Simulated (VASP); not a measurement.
# Sr (P6/mmm) in VASP: a series of runs

Runs on Sr. Level: PBEsol. Tasks: single point.

Program: VASP 6.6.1. These are calculated values, not measurements. Logs are shortened: lines on timing, memory, paths and dates and some standing lists are left out, and cuts for length are marked.

**1. The cell of the first run**

Symmetry: P6/mmm, No. 191, hexagonal system. The conventional cell has a = 11.599 Å, b = 11.599 Å, c = 3.967 Å, α = 90.00°, β = 90.00°, γ = 120.00°. Sr (site symmetry 6/mmm) has 2 Sr at 3.97 Å within 5.2 Å.

This isn't the form of Sr at room conditions, which is fcc.

**2. Single point, PBEsol**

The input, INCAR:

```
PREC = Accurate
ENCUT = 520
EDIFF = 1E-6
ISMEAR = 0
SIGMA = 0.03
LREAL = False
LASPH = True
NELM = 80
ALGO = Fast
ISIF = 2
LWAVE = False
LCHARG = False
GGA = PS
NBANDS = 11
```

The input, KPOINTS:

```
regular mesh
0
Gamma
  6 6 8
```

The input, POSCAR:

```
Sr
1.0
   11.5992804724      0.0000000000      0.0000000000
   -5.7996402362     10.0452715548      0.0000000000
    0.0000000000      0.0000000000      3.9671393761
Sr
1
Direct
    0.0000000000      0.0000000000      0.0000000000
```

Potentials or basis: VASP PAW PBE potentials, release 64 (Sr_sv).

Run with:

```bash
> cat potpaw_PBE.64/Sr_sv/POTCAR > POTCAR
> mpirun -np 1 vasp_std > vasp.out
```

OUTCAR:

```text
PREC = Accurate
   ENCUT = 520
   EDIFF = 1E-6
   ISMEAR = 0
   LREAL = False
   LASPH = True
   NELM = 80
   ISIF = 2
   GGA = PS

 ion  position               nearest neighbor table
   1  0.000  0.000  0.000-

  LATTYP: Found a hexagonal cell.
 ALAT       =    11.5992804724
 C/A-ratio  =     0.3420159885

  Lattice vectors:

 A1 = (  11.5992804724,   0.0000000000,   0.0000000000)
 A2 = (  -5.7996402362,  10.0452715548,   0.0000000000)
 A3 = (   0.0000000000,   0.0000000000,   3.9671393761)

Analysis of symmetry for initial positions (statically):
=====================================================================
 Subroutine PRICEL returns:
 Original cell was already a primitive cell.

 Routine SETGRP: Setting up the symmetry group for a
 hexagonal supercell.

 Subroutine GETGRP returns: Found 24 space group operations
 (whereof 24 operations were pure point group operations)
 out of a pool of 24 trial point group operations.

The static configuration has the point symmetry D_6h.

Analysis of symmetry for dynamics (positions and initial velocities):
=====================================================================
 Subroutine PRICEL returns:
 Original cell was already a primitive cell.

 Routine SETGRP: Setting up the symmetry group for a
 hexagonal supercell.

 Subroutine GETGRP returns: Found 24 space group operations
 (whereof 24 operations were pure point group operations)
 out of a pool of 24 trial point group operations.

The dynamic configuration has the point symmetry D_6h.

 Subroutine INISYM returns: Found 24 space group operations
 (whereof 24 operations are pure point group operations),
 and found     1 'primitive' translations

----------------------------------------------------------------------------------------

                                     Primitive cell

  volume of cell :     462.2428

  direct lattice vectors                    reciprocal lattice vectors
    11.599280472  0.000000000  0.000000000     0.086212244  0.049774662  0.000000000
    -5.799640236 10.045271555  0.000000000     0.000000000  0.099549325  0.000000000
     0.000000000  0.000000000  3.967139376     0.000000000  0.000000000  0.252070801

  length of vectors
    11.599280472 11.599280472  3.967139376     0.099549325  0.099549325  0.252070801

  position of ions in fractional coordinates (direct lattice)
     0.000000000  0.000000000  0.000000000

  ion indices of the primitive-cell ions
   primitive index   ion index
                 1           1

----------------------------------------------------------------------------------------

 KPOINTS: regular mesh

Automatic generation of k-mesh.
 Grid dimensions read from file:
 generate k-points for:    6    6    8

 Generating k-lattice:

  Cartesian coordinates                     Fractional coordinates (reciprocal lattice)
     0.014368707  0.008295777  0.000000000     0.166666667 -0.000000000  0.000000000
     0.000000000  0.016591554  0.000000000     0.000000000  0.166666667  0.000000000
     0.000000000  0.000000000  0.031508850     0.000000000  0.000000000  0.125000000

  Length of vectors
     0.016591554  0.016591554  0.031508850

  Shift w.r.t. Gamma in fractional coordinates (k-lattice)
     0.000000000  0.000000000  0.000000000

 Subroutine IBZKPT returns following result:
 ===========================================

 Found     35 irreducible k-points:

 Following reciprocal coordinates:
            Coordinates               Weight
  0.000000  0.000000  0.000000      1.000000
  0.166667  0.000000  0.000000      6.000000
  0.333333  0.000000  0.000000      6.000000
  0.500000  0.000000  0.000000      3.000000
  0.166667  0.166667  0.000000      6.000000
  0.333333  0.166667  0.000000     12.000000
[... 16 lines left out ...]
  0.166667  0.000000  0.375000     12.000000
  0.333333  0.000000  0.375000     12.000000
 [... further k-points ...]
   k-points           NKPTS =     35   k-points in BZ     NKDIM =     35   number of bands    NBANDS=     11
   number of dos      NEDOS =    301   number of ions     NIONS =      1
   total plane-waves  NPLWV = 243000
   dimension x,y,z NGX =    90 NGY =   90 NGZ =   30
   dimension x,y,z NGXF=   180 NGYF=  180 NGZF=   60
   ions per type =               1
   NGX,Y,Z   is equivalent  to a cutoff of  12.90, 12.90, 12.57 a.u.
   NGXF,Y,Z  is equivalent  to a cutoff of  25.80, 25.80, 25.14 a.u.
 SYSTEM =  unknown system
   PREC   = accura    normal or accurate (medium, high low for compatibility)
   ISTART =      0    job   : 0-new  1-cont  2-samecut
   ICHARG =      2    charge: 1-file 2-atom 10-const
   ISPIN  =      1    spin polarized calculation?
   LNONCOLLINEAR =      F non collinear calculations
   LSORBIT =      F    spin-orbit coupling
   LASPH  =      T    aspherical Exc in radial PAW
   ENCUT  =  520.0 eV  38.22 Ry    6.18 a.u.  21.57 21.57  7.38*2*pi/ulx,y,z
   NELM   =     80;   NELMIN=  2; NELMDL= -5     # of ELM steps
   EDIFF  = 0.1E-05   stopping-criterion for ELM
   LREAL  =      F    real-space projection
   EDIFFG = 0.1E-04   stopping-criterion for IOM
   NSW    =      0    number of steps for IOM
   IBRION =     -1    ionic relax: 0-MD 1-quasi-New 2-CG
   NFREE  =      0    steps in history (QN), initial steepest desc. (CG)
   ISIF   =      2    stress and relaxation
   ISYM   =      2    0-nonsym 1-usesym 2-fastsym
   POTIM  = 0.5000    time-step for ionic-motion
   TEBEG  =    0.0;   TEEND  =   0.0 temperature during run
   PSTRESS=    0.0 pullay stress
   NELECT =      10.0000    total number of electrons
   NUPDOWN=      -1.0000    fix difference up-down
   EMIN   =  10.00;   EMAX   =-10.00  energy-range for DOS
   EFERMI =   0.00;   METHOD = LEGACY
   ISMEAR =     0;   SIGMA  =   0.03  broadening in eV -4-tet -1-fermi 0-gaus
   EFERMI_NEDOS =   21; number of points for ismear=-14 and -15
   IALGO  =     68    algorithm
   IMIX   =      4    mixing-type and parameters
     AMIX     =   0.40;   BMIX     =  1.00
     AMIX_MAG =   1.60;   BMIX_MAG =  1.00
  volume/ion in A,a.u.               =     462.24      3119.37
  Fermi-wavevector in a.u.,A,eV,Ry     =   0.456161  0.862019  2.831138  0.208083
  Thomas-Fermi vector in A             =   1.440167
   LORBIT       =      0    0 simple, 1 ext, 2 COOP (PROOUT), +10 PAW based schemes
   GGA     = PS    functional components
   LHFCALC =     F    Hartree Fock is set to
   AEXX    =    0.0000 exact exchange contribution
   IVDW    =     0    specifies the selected vdW correction
   LEPSILON=     F    determine dielectric tensor
   LRPA    =     F    only Hartree local field effects (RPA)
 non-spin polarized calculation
 RMM-DIIS sequential band-by-band and
 Gauss-broadening in eV      SIGMA  =   0.03
  energy-cutoff  :      520.00
  volume of cell :      462.24
 maximum number of plane-waves:     12498
 NGX is ok and might be reduce to    90
   NGX = 43   NGY = 43   NGZ = 15

 number of electron      10.0000000 magnetization

 Free energy of the ion-electron system (eV)
  ---------------------------------------------------
  ext. energy  EPLUGINS =         0.00000000
  ---------------------------------------------------
  free energy    TOTEN  =        -0.21747293 eV

  energy without entropy =       -0.21272210  energy(sigma->0) =       -0.21509752

 E-fermi :  -1.2844     XC(G=0):  -2.0460

 val. band max:       -1.2846283478   @ k =   0.3333   0.1667   0.5000
 cond. band min:      -1.2842207981   @ k =   0.3333   0.0000   0.5000
 fundamental gap:      0.0004075497
 Fermi energy:        -1.2844408598

 k-point     1 :       0.0000    0.0000    0.0000
  band No.  band energies     occupation
      1     -39.4944      2.00000
      2     -21.5301      2.00000
      3     -21.5301      2.00000
      4     -21.2452      2.00000
      5      -3.8271      2.00000
      6      -1.1449      0.00000
      7      -1.1449      0.00000
      8      -1.0868      0.00000
      9      -0.6741      0.00000
     10      -0.6741      0.00000
     11       0.4293      0.00000

 k-point     2 :       0.1667    0.0000    0.0000
  band No.  band energies     occupation
      1     -39.4944      2.00000
      2     -21.5301      2.00000
      3     -21.5301      2.00000
      4     -21.2452      2.00000
      5      -3.8262      2.00000
      6      -1.1870      0.00000
      7      -1.1520      0.00000
      8      -1.0606      0.00000
      9      -0.6761      0.00000
     10      -0.6636      0.00000
     11       0.4971      0.00000

 k-point     3 :       0.3333    0.0000    0.0000
  band No.  band energies     occupation
      1     -39.4944      2.00000
      2     -21.5301      2.00000
      3     -21.5301      2.00000
      4     -21.2452      2.00000
      5      -3.8244      2.00000
      6      -1.2396      0.03458
      7      -1.1655      0.00000
      8      -1.0387      0.00000
      9      -0.6804      0.00000
     10      -0.6434      0.00000
     11       0.6661      0.00000

 k-point     4 :       0.5000    0.0000    0.0000
  band No.  band energies     occupation
      1     -39.4944      2.00000
      2     -21.5301      2.00000
      3     -21.5301      2.00000
      4     -21.2452      2.00000
      5      -3.8235      2.00000
      6      -1.2608      0.26583
      7      -1.1718      0.00000
      8      -1.0323      0.00000
      9      -0.6827      0.00000
     10      -0.6337      0.00000
     11       0.9122      0.00000

 k-point     5 :       0.1667    0.1667    0.0000
  band No.  band energies     occupation
      1     -39.4944      2.00000
      2     -21.5301      2.00000
      3     -21.5301      2.00000
      4     -21.2452      2.00000
      5      -3.8249      2.00000
      6      -1.2232      0.00390
      7      -1.1692      0.00000
      8      -1.0412      0.00000
      9      -0.6751      0.00000
     10      -0.6518      0.00000
     11       0.6180      0.00000
[... 211 lines left out ...]
 k-point    21 :       0.3333    0.3333    0.2500
  band No.  band energies     occupation
      1     -39.4885      2.00000
      2     -21.5198      2.00000
      3     -21.5198      2.00000
      4     -21.3475      2.00000
      5      -2.9675      2.00000
      6      -1.1573      0.00000
      7      -1.1572      0.00000
      8      -0.4550      0.00000
      9      -0.2905      0.00000
     10      -0.2905      0.00000
     11       0.6689      0.00000

 k-point    22 :       0.0000    0.0000    0.3750
  band No.  band energies     occupation
      1     -39.4844      2.00000
      2     -21.5125      2.00000
      3     -21.5125      2.00000
      4     -21.4182      2.00000
      5      -2.0775      2.00000
      6      -1.2218      0.00315
      7      -1.2218      0.00315
      8      -0.3572      0.00000
      9       0.0320      0.00000
     10       0.0320      0.00000
     11       1.0602      0.00000

 k-point    23 :       0.1667    0.0000    0.3750
  band No.  band energies     occupation
      1     -39.4844      2.00000
      2     -21.5125      2.00000
      3     -21.5125      2.00000
      4     -21.4182      2.00000
      5      -2.0757      2.00000
      6      -1.2242      0.00453
      7      -1.2224      0.00345
      8      -0.3560      0.00000
      9       0.0315      0.00000
     10       0.0352      0.00000
     11       1.0397      0.00000

 k-point    24 :       0.3333    0.0000    0.3750
  band No.  band energies     occupation
      1     -39.4844      2.00000
      2     -21.5125      2.00000
      3     -21.5125      2.00000
      4     -21.4182      2.00000
      5      -2.0722      2.00000
      6      -1.2291      0.00905
      7      -1.2236      0.00413
      8      -0.3535      0.00000
      9       0.0305      0.00000
     10       0.0416      0.00000
     11       0.8869      0.00000

 [... further k-points ...]

------------------------ aborting loop because EDIFF is reached ----------------------------------------

  FORCE on cell =-STRESS in cart. coord.  units (eV):
  Direction    XX          YY          ZZ          XY          YZ          ZX
  --------------------------------------------------------------------------------------
  -------------------------------------------------------------------------------------
  Total       -0.0082407     -0.0082407      0.6199491      0.0000000     -0.0000000      0.0000000
  in kB       -0.0285631     -0.0285631      2.1488022      0.0000000     -0.0000000      0.0000000
  external PRESSURE =       0.6972253 kB  Pullay stress =       0.0000000 kB

 VOLUME and BASIS-vectors are now :
 -----------------------------------------------------------------------------
  energy-cutoff  :      520.00
  volume of cell :      462.24
      direct lattice vectors                 reciprocal lattice vectors
    11.599280472  0.000000000  0.000000000     0.086212244  0.049774662  0.000000000
    -5.799640236 10.045271555  0.000000000     0.000000000  0.099549325  0.000000000
     0.000000000  0.000000000  3.967139376     0.000000000  0.000000000  0.252070801

 POSITION                                       TOTAL-FORCE (eV/Angst)
 -----------------------------------------------------------------------------------
      0.00000      0.00000      0.00000         0.000000      0.000000      0.000000
 -----------------------------------------------------------------------------------
    total drift:                                0.000000      0.000000     -0.000000

  FREE ENERGIE OF THE ION-ELECTRON SYSTEM (eV)
  ---------------------------------------------------
  free  energy   TOTEN  =        -0.2174729324 eV

  energy  without entropy=       -0.2127221027  energy(sigma->0) =       -0.21509752
```

Wall time 3.8 min (1 thread of Intel Xeon Platinum 8488C (Sapphire Rapids), shared host); peak memory 0.62 GiB.

Results:

```
Free energy            : -0.2175 eV
Pressure               : 0.1 GPa
Band gap on the k mesh : zero (filled and empty bands overlap)
```

Caveat: the PAW data sets were made with another functional, which shifts forces and pressure a little.

(Continued in part 2 of 2.)
